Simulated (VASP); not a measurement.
# Zn2Si3N (P-3m1) in VASP: further runs

Zn2Si3N is run at these levels: PBE; tasks: single point, relaxation of cell and atoms.

Everything below comes from runs of VASP 6.6.1. Logs are shortened: lines on timing, memory, paths and dates and some standing lists are left out, and cuts for length are marked.

## Step 1: The cell of the first run

It takes space group P-3m1 (No. 164, trigonal). The conventional cell has a = 2.955 Å, b = 2.955 Å, c = 10.488 Å, α = 90.00°, β = 90.00°, γ = 120.00°. Within 3.4 Å of Zn (site symmetry 3m) lie 6 Si at 2.60 to 2.62 Å and 6 Zn at 2.95 Å. Si (site symmetry 3m) has 3 N at 2.14 Å and 3 Zn at 2.60 Å within 2.8 Å. Si (site symmetry -3m) has 6 Zn at 2.62 Å and 6 Si at 2.95 Å within 3.5 Å. N (site symmetry -3m) has 6 Si at 2.14 Å within 2.8 Å.

## Step 2: Single point, PBE

INCAR

```
SYSTEM = Zn2Si3N
PREC = Accurate ; ENCUT = 520
EDIFF = 1E-6 ; ISMEAR = 0
SIGMA = 0.1 ; LREAL = .False.
LASPH = .True. ; NELM = 60
ALGO = Normal ; ISIF = 2
LWAVE = .False. ; LCHARG = .True.
GGA = PE ; LELF = .True.
LVHAR = .True. ; NBANDS = 30
```

KPOINTS

```
regular mesh
0
Gamma
  6 6 2
  0 0 0
```

POSCAR

```
Zn2Si3N
1.0
    2.9547156673      0.0000000000      0.0000000000
   -1.4773578337      2.5588588288      0.0000000000
    0.0000000000      0.0000000000     10.4882696190
Zn Si N
2 3 1
Direct
    0.3333333333      0.6666666667      0.6896206271
    0.6666666667      0.3333333333      0.3103793729
    0.3333333333      0.6666666667      0.1233170167
    0.6666666667      0.3333333333      0.8766829833
    0.0000000000      0.0000000000      0.5000000000
    0.0000000000      0.0000000000      0.0000000000
```

Potentials or basis: VASP PAW PBE potentials, release 64 (Zn, Si, N).

Started as:

```
cat potpaw_PBE.64/Zn/POTCAR potpaw_PBE.64/Si/POTCAR potpaw_PBE.64/N/POTCAR > POTCAR
mpirun -np 1 vasp_std > vasp.out
```

OUTCAR:

```text
SYSTEM = Zn2Si3N
   PREC = Accurate
   ENCUT = 520
   EDIFF = 1E-6
   ISMEAR = 0
   LREAL = .False.
   LASPH = .True.
   NELM = 60
   ISIF = 2
   GGA = PE

 ion  position               nearest neighbor table
   1  0.333  0.667  0.690-   4 2.60   4 2.60   4 2.60   5 2.62   5 2.62   5 2.62
   2  0.667  0.333  0.310-   3 2.60   3 2.60   3 2.60   5 2.62   5 2.62   5 2.62
   3  0.333  0.667  0.123-   6 2.14   6 2.14   6 2.14   2 2.60   2 2.60   2 2.60   4 3.10   4 3.10
                             4 3.10
   4  0.667  0.333  0.877-   6 2.14   6 2.14   6 2.14   1 2.60   1 2.60   1 2.60   3 3.10   3 3.10
                             3 3.10
   5  0.000  0.000  0.500-   1 2.62   2 2.62   1 2.62   2 2.62   2 2.62   1 2.62
   6  0.000  0.000  0.000-   3 2.14   4 2.14   3 2.14   4 2.14   4 2.14   3 2.14

  LATTYP: Found a hexagonal cell.
 ALAT       =     2.9547156673
 C/A-ratio  =     3.5496713728

  Lattice vectors:

 A1 = (   2.9547156673,   0.0000000000,   0.0000000000)
 A2 = (  -1.4773578337,   2.5588588288,   0.0000000000)
 A3 = (   0.0000000000,   0.0000000000,  10.4882696190)

Analysis of symmetry for initial positions (statically):
=====================================================================
 Subroutine PRICEL returns:
 Original cell was already a primitive cell.

 Routine SETGRP: Setting up the symmetry group for a
 hexagonal supercell.

 Subroutine GETGRP returns: Found 12 space group operations
 (whereof 12 operations were pure point group operations)
 out of a pool of 24 trial point group operations.

The static configuration has the point symmetry D_3d.

Analysis of symmetry for dynamics (positions and initial velocities):
=====================================================================
 Subroutine PRICEL returns:
 Original cell was already a primitive cell.

 Routine SETGRP: Setting up the symmetry group for a
 hexagonal supercell.

 Subroutine GETGRP returns: Found 12 space group operations
 (whereof 12 operations were pure point group operations)
 out of a pool of 24 trial point group operations.

The dynamic configuration has the point symmetry D_3d.

 Subroutine INISYM returns: Found 12 space group operations
 (whereof 12 operations are pure point group operations),
 and found     1 'primitive' translations

----------------------------------------------------------------------------------------

                                     Primitive cell

  volume of cell :      79.2987

  direct lattice vectors                    reciprocal lattice vectors
[... 89 lines left out ...]
   NFREE  =      0    steps in history (QN), initial steepest desc. (CG)
   ISIF   =      2    stress and relaxation
   ISYM   =      2    0-nonsym 1-usesym 2-fastsym
   POTIM  = 0.5000    time-step for ionic-motion
   TEBEG  =    0.0;   TEEND  =   0.0 temperature during run
   PSTRESS=    0.0 pullay stress
   NELECT =      41.0000    total number of electrons
   NUPDOWN=      -1.0000    fix difference up-down
   EMIN   =  10.00;   EMAX   =-10.00  energy-range for DOS
   EFERMI =   0.00;   METHOD = LEGACY
   ISMEAR =     0;   SIGMA  =   0.10  broadening in eV -4-tet -1-fermi 0-gaus
   EFERMI_NEDOS =   21; number of points for ismear=-14 and -15
   IALGO  =     38    algorithm
   IMIX   =      4    mixing-type and parameters
     AMIX     =   0.40;   BMIX     =  1.00
     AMIX_MAG =   1.60;   BMIX_MAG =  1.00
  volume/ion in A,a.u.               =      13.22        89.19
  Fermi-wavevector in a.u.,A,eV,Ry     =   1.313956  2.483017 23.490192  1.726480
  Thomas-Fermi vector in A             =   2.444243
   LORBIT       =      0    0 simple, 1 ext, 2 COOP (PROOUT), +10 PAW based schemes
   GGA     = PE    functional components
   LHFCALC =     F    Hartree Fock is set to
   AEXX    =    0.0000 exact exchange contribution
   IVDW    =     0    specifies the selected vdW correction
   LEPSILON=     F    determine dielectric tensor
   LRPA    =     F    only Hartree local field effects (RPA)
 non-spin polarized calculation
 Gauss-broadening in eV      SIGMA  =   0.10
  energy-cutoff  :      520.00
  volume of cell :       79.30
 maximum number of plane-waves:      2187
 NGX is ok and might be reduce to    24
   NGX = 11   NGY = 11   NGZ = 39

 number of electron      40.9999984 magnetization

 Free energy of the ion-electron system (eV)
  ---------------------------------------------------
  ext. energy  EPLUGINS =         0.00000000
  ---------------------------------------------------
  free energy    TOTEN  =       -24.46873730 eV

  energy without entropy =      -24.46505317  energy(sigma->0) =      -24.46689524

 E-fermi :   7.7624     XC(G=0): -11.5061

 val. band max:        7.6755429659   @ k =   0.3333  -0.0000   0.0000
 cond. band min:       7.9163934148   @ k =   0.0000   0.0000   0.5000
 fundamental gap:      0.2408504489
 Fermi energy:         7.7623830649

 k-point     1 :       0.0000    0.0000    0.0000
  band No.  band energies     occupation
      1     -10.9996      2.00000
      2      -4.6304      2.00000
      3      -4.5449      2.00000
      4      -1.5959      2.00000
      5      -0.9124      2.00000
      6      -0.3691      2.00000
[... 451 lines left out ...]
     29      14.4315      0.00000
     30      14.4420      0.00000

------------------------ aborting loop because EDIFF is reached ----------------------------------------

  FORCE on cell =-STRESS in cart. coord.  units (eV):
  Direction    XX          YY          ZZ          XY          YZ          ZX
  --------------------------------------------------------------------------------------
  -------------------------------------------------------------------------------------
  Total        0.0527471      0.0527471      0.0927004     -0.0000000      0.0000000      0.0000000
  in kB        1.0657201      1.0657201      1.8729512     -0.0000000      0.0000000      0.0000000
  external PRESSURE =       1.3347972 kB  Pullay stress =       0.0000000 kB

 VOLUME and BASIS-vectors are now :
 -----------------------------------------------------------------------------
  energy-cutoff  :      520.00
  volume of cell :       79.30
      direct lattice vectors                 reciprocal lattice vectors
     2.954715667  0.000000000  0.000000000     0.338442041  0.195399603  0.000000000
    -1.477357834  2.558858829  0.000000000     0.000000000  0.390799207  0.000000000
     0.000000000  0.000000000 10.488269619     0.000000000  0.000000000  0.095344612

 POSITION                                       TOTAL-FORCE (eV/Angst)
 -----------------------------------------------------------------------------------
     -0.00000      1.70591      7.23293        -0.000000      0.000000     -0.002734
      1.47736      0.85295      3.25534         0.000000      0.000000      0.002734
     -0.00000      1.70591      1.29338        -0.000000      0.000000     -0.011031
      1.47736      0.85295      9.19489        -0.000000     -0.000000      0.011031
      0.00000      0.00000      5.24413        -0.000000      0.000000      0.000000
      0.00000      0.00000      0.00000        -0.000000      0.000000      0.000000
 -----------------------------------------------------------------------------------
    total drift:                                0.000000     -0.000000      0.000000

  FREE ENERGIE OF THE ION-ELECTRON SYSTEM (eV)
  ---------------------------------------------------
  free  energy   TOTEN  =       -24.4687373013 eV

  energy  without entropy=      -24.4650531726  energy(sigma->0) =      -24.46689524
```

It took 22 s on 1 thread of Intel Xeon Platinum 8488C (Sapphire Rapids), shared host; peak memory 0.2 GiB.

What came out:

* Free energy: -24.4687 eV
* Pressure: 0.1 GPa
* Largest force: 0.011 eV/Å

Forces on the atoms (eV/Å):
```
Zn   0.000  0.000 -0.003
Zn   0.000  0.000  0.003
Si   0.000  0.000 -0.011
Si   0.000  0.000  0.011
Si   0.000  0.000  0.000
N    0.000  0.000  0.000
```

Levels at points of the mesh, in eV from the Fermi level:
| k point | band 17 | band 18 | band 19 | band 20 | band 21 | band 22 | band 23 | band 24 | band 25 | band 26 |
| --- | --- | --- | --- | --- | --- | --- | --- | --- | --- | --- |
| (0.00, 0.00, 0.00) | -3.33 | -3.33 | -1.68 | 2.16 | 3.75 | 5.37 | 5.37 | 6.85 | 6.85 | 7.43 |
| (0.50, 0.00, 0.00) | -4.86 | -3.98 | -3.36 | -2.94 | -1.31 | 0.61 | 1.21 | 2.99 | 3.20 | 3.80 |
| (0.00, 0.00, 0.50) | -3.33 | -3.33 | 0.15 | 0.77 | 4.39 | 5.37 | 5.37 | 6.12 | 6.90 | 6.90 |
| (0.50, 0.00, 0.50) | -4.86 | -4.44 | -4.08 | -1.39 | -1.35 | 0.26 | 0.92 | 2.68 | 2.71 | 3.88 |

Caveat: the k points lie up to 0.41 Å⁻¹ apart.

## Step 3: Single point, PBE

This run uses another cell than the first one, of 13.90 Å³/atom, 1.052 times its volume.

INCAR

```
PREC = Accurate
ENCUT = 520
EDIFF = 1E-7
ISMEAR = 0
SIGMA = 0.1
LREAL = F
LASPH = T
NELM = 60
ALGO = Normal
ISIF = 2
LWAVE = F
LCHARG = T
GGA = PE
LELF = T
LVHAR = T
NBANDS = 30
```

KPOINTS

```
Automatic mesh
0
Gamma
  6 6 2
```

POSCAR

```
Zn2Si3N
1.0
    3.3999560600      0.0000000000      0.0000000000
   -1.6999780300      2.9444483200      0.0000000000
    0.0000000000      0.0000000000      8.3308363100
Zn Si N
2 3 1
Direct
    0.3333333300      0.6666666700      0.6638077500
    0.6666666700      0.3333333300      0.3361922500
    0.3333333300      0.6666666700      0.1732381300
    0.6666666700      0.3333333300      0.8267618700
    0.0000000000      0.0000000000      0.5000000000
    0.0000000000      0.0000000000      0.0000000000
```

Potentials or basis: VASP PAW PBE potentials, release 64 (Zn, Si, N).

Started as:

```
cat potpaw_PBE.64/Zn/POTCAR potpaw_PBE.64/Si/POTCAR potpaw_PBE.64/N/POTCAR > POTCAR
mpirun -np 1 vasp_std > vasp.out
```

OUTCAR:

```text
PREC = Accurate
   ENCUT = 520
   EDIFF = 1E-7
   ISMEAR = 0
   LREAL = F
   LASPH = T
   NELM = 60
   ISIF = 2
   GGA = PE

 ion  position               nearest neighbor table
   1  0.333  0.667  0.664-   4 2.39   4 2.39   4 2.39   5 2.39   5 2.39   5 2.39
   2  0.667  0.333  0.336-   3 2.39   3 2.39   3 2.39   5 2.39   5 2.39   5 2.39
   3  0.333  0.667  0.173-   2 2.39   2 2.39   2 2.39   6 2.44   6 2.44   6 2.44
   4  0.667  0.333  0.827-   1 2.39   1 2.39   1 2.39   6 2.44   6 2.44   6 2.44
   5  0.000  0.000  0.500-   1 2.39   2 2.39   2 2.39   1 2.39   2 2.39   1 2.39
   6  0.000  0.000  0.000-   3 2.44   4 2.44   4 2.44   3 2.44   4 2.44   3 2.44

  LATTYP: Found a hexagonal cell.
 ALAT       =     3.3999560600
 C/A-ratio  =     2.4502776398

  Lattice vectors:

 A1 = (   3.3999560600,   0.0000000000,   0.0000000000)
 A2 = (  -1.6999780300,   2.9444483200,   0.0000000000)
 A3 = (   0.0000000000,   0.0000000000,   8.3308363100)

Analysis of symmetry for initial positions (statically):
=====================================================================
 Subroutine PRICEL returns:
 Original cell was already a primitive cell.

 Routine SETGRP: Setting up the symmetry group for a
 hexagonal supercell.

 Subroutine GETGRP returns: Found 12 space group operations
 (whereof 12 operations were pure point group operations)
 out of a pool of 24 trial point group operations.

The static configuration has the point symmetry D_3d.

Analysis of symmetry for dynamics (positions and initial velocities):
=====================================================================
 Subroutine PRICEL returns:
 Original cell was already a primitive cell.

 Routine SETGRP: Setting up the symmetry group for a
 hexagonal supercell.

 Subroutine GETGRP returns: Found 12 space group operations
 (whereof 12 operations were pure point group operations)
 out of a pool of 24 trial point group operations.

The dynamic configuration has the point symmetry D_3d.

[... 117 lines left out ...]
  Fermi-wavevector in a.u.,A,eV,Ry     =   1.292055  2.441629 22.713632  1.669405
  Thomas-Fermi vector in A             =   2.423786
   LORBIT       =      0    0 simple, 1 ext, 2 COOP (PROOUT), +10 PAW based schemes
   GGA     = PE    functional components
   LHFCALC =     F    Hartree Fock is set to
   AEXX    =    0.0000 exact exchange contribution
   IVDW    =     0    specifies the selected vdW correction
   LEPSILON=     F    determine dielectric tensor
   LRPA    =     F    only Hartree local field effects (RPA)
 non-spin polarized calculation
 Gauss-broadening in eV      SIGMA  =   0.10
  energy-cutoff  :      520.00
  volume of cell :       83.40
 maximum number of plane-waves:      2267
 NGX is ok and might be reduce to    28
   NGX = 13   NGY = 13   NGZ = 31

 number of electron      40.9999975 magnetization

 Free energy of the ion-electron system (eV)
  ---------------------------------------------------
  ext. energy  EPLUGINS =         0.00000000
  ---------------------------------------------------
  free energy    TOTEN  =       -21.63218165 eV

  energy without entropy =      -21.61000505  energy(sigma->0) =      -21.62109335

 E-fermi :   6.4136     XC(G=0): -11.2278

 val. band max:        6.3334445937   @ k =   0.1667   0.1667   0.5000
 cond. band min:       6.4156135326   @ k =   0.3333   0.1667   0.5000
 fundamental gap:      0.0821689389
 Fermi energy:         6.4136425215

 k-point     1 :       0.0000    0.0000    0.0000
  band No.  band energies     occupation
      1      -8.3761      2.00000
      2      -5.5996      2.00000
      3      -4.3586      2.00000
      4      -1.8380      2.00000
      5      -1.8380      2.00000
      6      -1.7355      2.00000
[... 451 lines left out ...]
     29      15.3283      0.00000
     30      15.3283      0.00000

------------------------ aborting loop because EDIFF is reached ----------------------------------------

  FORCE on cell =-STRESS in cart. coord.  units (eV):
  Direction    XX          YY          ZZ          XY          YZ          ZX
  --------------------------------------------------------------------------------------
  -------------------------------------------------------------------------------------
  Total        3.5203406      3.5203406      2.2775136      0.0000000      0.0000000     -0.0000000
  in kB       67.6284491     67.6284491     43.7527875      0.0000000      0.0000000     -0.0000000
  external PRESSURE =      59.6698952 kB  Pullay stress =       0.0000000 kB

 VOLUME and BASIS-vectors are now :
 -----------------------------------------------------------------------------
  energy-cutoff  :      520.00
  volume of cell :       83.40
      direct lattice vectors                 reciprocal lattice vectors
     3.399956060  0.000000000  0.000000000     0.294121448  0.169811097  0.000000000
    -1.699978030  2.944448320  0.000000000     0.000000000  0.339622194  0.000000000
     0.000000000  0.000000000  8.330836310     0.000000000  0.000000000  0.120035968

 POSITION                                       TOTAL-FORCE (eV/Angst)
 -----------------------------------------------------------------------------------
     -0.00000      1.96297      5.53007        -0.000000     -0.000000     -0.158623
      1.69998      0.98148      2.80076        -0.000000      0.000000      0.158623
     -0.00000      1.96297      1.44322        -0.000000      0.000000     -3.278296
      1.69998      0.98148      6.88762         0.000000     -0.000000      3.278296
      0.00000      0.00000      4.16542         0.000000      0.000000      0.000000
      0.00000      0.00000      0.00000         0.000000      0.000000      0.000000
 -----------------------------------------------------------------------------------
    total drift:                                0.000000     -0.000000     -0.000000

  FREE ENERGIE OF THE ION-ELECTRON SYSTEM (eV)
  ---------------------------------------------------
  free  energy   TOTEN  =       -21.6321816492 eV

  energy  without entropy=      -21.6100050539  energy(sigma->0) =      -21.62109335
```

Run time: 28 s. Hardware: 1 thread of Intel Xeon Platinum 8488C (Sapphire Rapids), shared host; peak memory 0.21 GiB.

What came out:

- Free energy: -21.6322 eV
- Pressure: 6.0 GPa
- Largest force: 3.278 eV/Å

Forces on the atoms (eV/Å):
```
Zn   0.000  0.000 -0.159
Zn   0.000  0.000  0.159
Si   0.000  0.000 -3.278
Si   0.000  0.000  3.278
Si   0.000  0.000  0.000
N    0.000  0.000  0.000
```

Caveat: the k points lie up to 0.38 Å⁻¹ apart; forces of over 1 eV/Å act on the atoms, so gaps and moduli don't describe the material at rest.

## Step 4: Relaxation of cell and atoms, PBE

This run uses another cell than the first one, of 13.90 Å³/atom, 1.052 times its volume.

INCAR

```
PREC     = Accurate       # precision mode
ENCUT    = 600            # plane-wave cutoff, eV
EDIFF    = 1E-6           # SCF threshold, eV
ISMEAR   = 0              # smearing method
SIGMA    = 0.1            # smearing width, eV
LREAL    = F              # projectors in reciprocal space
LASPH    = T              # aspherical terms in the spheres
NELM     = 100            # most SCF steps
ALGO     = Normal         # electronic algorithm
ISIF     = 3              # what is computed and relaxed
LWAVE    = F              # write WAVECAR
LCHARG   = F              # write CHGCAR
GGA      = PE             # functional
IBRION   = 2              # ionic algorithm
NSW      = 90             # ionic steps
EDIFFG   = -0.04          # ionic threshold
```

KPOINTS

```
regular mesh
0
Gamma
  6 6 2
```

POSCAR is that of step 3.

Started as:

```
cat potpaw_PBE.64/Zn/POTCAR potpaw_PBE.64/Si/POTCAR potpaw_PBE.64/N/POTCAR > POTCAR
mpirun -np 1 vasp_std > vasp.out
```

Wall time 5.9 min (1 thread of Intel Xeon Platinum 8488C (Sapphire Rapids), shared host); peak memory 0.24 GiB.

Results (log left out):

| Quantity | Value |
| --- | --- |
| Free energy | -24.4645 eV |
| Relaxed volume | 13.19 Å³/atom |
| Relaxed cell | a = 2.954 Å, b = 2.954 Å, c = 10.469 Å, α = 90.00°, β = 90.00°, γ = 120.00° |
| Space group after relaxing (to 0.05 Å) | P-3m1 (No. 164) |
| Energy gained by relaxing | 471.9 meV/atom |
| Ionic steps | 21 |
| Pressure after relaxing | 0.2 GPa |
| Largest force after relaxing | 0.013 eV/Å |

Forces in eV/Å, atoms in the order of the input:
```
Zn   0.000  0.000 -0.007
Zn   0.000  0.000  0.007
Si   0.000  0.000 -0.013
Si   0.000  0.000  0.013
Si   0.000  0.000  0.000
N    0.000  0.000  0.000
```

The path:
| step | energy change (eV) | largest force (eV/Å) | pressure (GPa) | volume (Å³) |
| --- | --- | --- | --- | --- |
| 1 | 0.0000 | 3.2787 | 5.92 | 83.40 |
| 2 | -0.8237 | 1.7661 | -2.53 | 89.76 |
| 3 | -0.9689 | 0.8734 | -6.13 | 94.75 |
| 4 | -1.4206 | 0.9160 | -1.20 | 88.80 |
| 5 | -1.5068 | 1.3791 | 5.34 | 83.90 |
| 6 | -1.5272 | 1.1999 | 2.60 | 85.70 |
| 7 | -1.8799 | 1.2578 | 2.51 | 85.09 |
| 8 | -1.9247 | 2.3441 | 3.77 | 84.18 |
| 9 | -1.9541 | 1.8522 | 3.17 | 84.60 |
| 10 | -2.3775 | 1.1929 | -4.62 | 88.65 |
| 11 | -2.4176 | 0.5733 | -7.23 | 90.47 |
| 12 | -2.6530 | 0.9059 | -5.86 | 84.58 |
| 13 | -2.6553 | 0.7148 | -6.11 | 85.14 |
| 14 | -2.7855 | 0.4370 | 2.56 | 78.01 |
| 15 | -2.7957 | 0.4604 | 0.46 | 79.42 |
| 16 | -2.8147 | 0.2783 | 0.17 | 79.35 |
| 17 | -2.8223 | 0.1901 | 0.00 | 79.28 |
| 18 | -2.8280 | 0.0666 | -0.06 | 79.26 |
| 19 | -2.8299 | 0.1036 | -0.12 | 79.25 |
| 20 | -2.8308 | 0.0314 | 0.36 | 79.08 |
| 21 | -2.8311 | 0.0125 | 0.22 | 79.13 |

Final structure:
```xyz
6
Lattice="2.9543 0.0000 0.0000 -1.4771 2.5585 0.0000 0.0000 0.0000 10.4694" Properties=species:S:1:pos:R:3 pbc="T T T"
Zn    0.0000    1.7057    7.2193
Zn    1.4771    0.8528    3.2501
Si    0.0000    1.7057    1.2924
Si    1.4771    0.8528    9.1770
Si    0.0000    0.0000    5.2347
N     0.0000    0.0000    0.0000
```

Levels at points of the mesh, in eV from the Fermi level:
```csv
k point,band 17,band 18,band 19,band 20,band 21,band 22,band 23,band 24
"(0.00, 0.00, 0.00)",-3.34,-3.34,-1.66,2.17,3.79,5.36,5.36,6.85
"(0.50, 0.00, 0.00)",-4.88,-3.99,-3.37,-2.95,-1.32,0.62,1.21,2.98
"(0.00, 0.00, 0.50)",-3.34,-3.34,0.16,0.80,4.41,5.36,5.36,6.14
"(0.50, 0.00, 0.50)",-4.88,-4.46,-4.10,-1.39,-1.35,0.27,0.92,2.71
```

Caveat: the k points lie up to 0.41 Å⁻¹ apart in the final cell.

(Continued in part 2 of 2.)
